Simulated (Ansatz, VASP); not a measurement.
Two plane-wave programs on HfRu3

File INCAR:

```
SYSTEM = HfRu3
  PREC = Accurate
  ENCUT = 520
  EDIFF = 1E-7
  ISMEAR = -1
  SIGMA = 0.05
  LREAL = .FALSE.
  LASPH = .TRUE.
  NELM = 80
  ALGO = Normal
  ISIF = 2
  LWAVE = .FALSE.
  LCHARG = .FALSE.
  GGA = PS
  NBANDS = 34
```

File KPOINTS:

```
regular mesh
0
G
  7 7 7
  0 0 0
```

Contents of POSCAR:

```
HfRu3
1.0
    3.9557730000      0.0000000000      0.0000000000
    0.0000000000      3.9557730000      0.0000000000
    0.0000000000      0.0000000000      3.9557730000
Hf Ru
1 3
Direct
    0.0000000000      0.0000000000      0.0000000000
    0.0000000000      0.5000000000      0.5000000000
    0.5000000000      0.0000000000      0.5000000000
    0.5000000000      0.5000000000      0.0000000000
```

File input.yaml:

```yaml
crystal:
  lattice:
    - [3.955773, 0.0, 0.0]
    - [0.0, 3.955773, 0.0]
    - [0.0, 0.0, 3.955773]
  atoms:
    - { symbol: Hf, position: [0.0, 0.0, 0.0] }
    - { symbol: Ru, position: [0.0, 0.5, 0.5] }
    - { symbol: Ru, position: [0.5, 0.0, 0.5] }
    - { symbol: Ru, position: [0.5, 0.5, 0.0] }
hamiltonian:
  xc: pbesol
  pseudopotentials: { kind: paw }
kpoints:
  mp_grid: { grid: [7, 7, 7] }
  band_path:
    path:
      - [[0.0, 0.0, 0.0], [0.0, 0.5, 0.0], [0.5, 0.5, 0.0], [0.0, 0.0, 0.0], [0.5, 0.5, 0.5], [0.0, 0.5, 0.0]]
      - [[0.5, 0.5, 0.0], [0.5, 0.5, 0.5]]
    npoints: 14
scf:
  occupations: { method: fermi_dirac, width: 0.05 }
  n_extra_bands: 10
output:
  forces: true
  stress: true
  eigenvalues: true
  fatbands: true
```

Alike in both runs: functional PBEsol; k mesh 7 × 7 × 7; occupations fermi-dirac, width 0.05 eV; no spin polarisation.

|  | VASP | Ansatz |
| --- | --- | --- |
| version | VASP 6.6.1 | Ansatz 0.2.0 |
| potentials or method | VASP PAW PBE potentials, release 64 (Hf_pv, Ru_pv) | Ansatz PAW |
| plane-wave cutoff (eV) | 520 | 420 |
| valence electrons in the cell | 52 | 74 |
| task | single point | band structure |

Ansatz gave:

| Item | Value |
| --- | --- |
| gap on the k mesh at the Fermi level (eV) | none |
| pressure (GPa) | -9.6 |

Q: What did VASP give for the same quantities?

A: gap on the k mesh at the Fermi level (eV): none; pressure (GPa): -10.4.

VASP's potentials were made for PBE, not for PBEsol. A gap of «none» marks a metal or a gap that the smearing closes. The functional is the same, so the differences come from potentials, cutoffs and numerics. VASP's potentials hold 52 valence electrons a cell and Ansatz's 74, so a difference there can come from the potentials and not from the codes.

Neither program's run includes spin-orbit coupling.
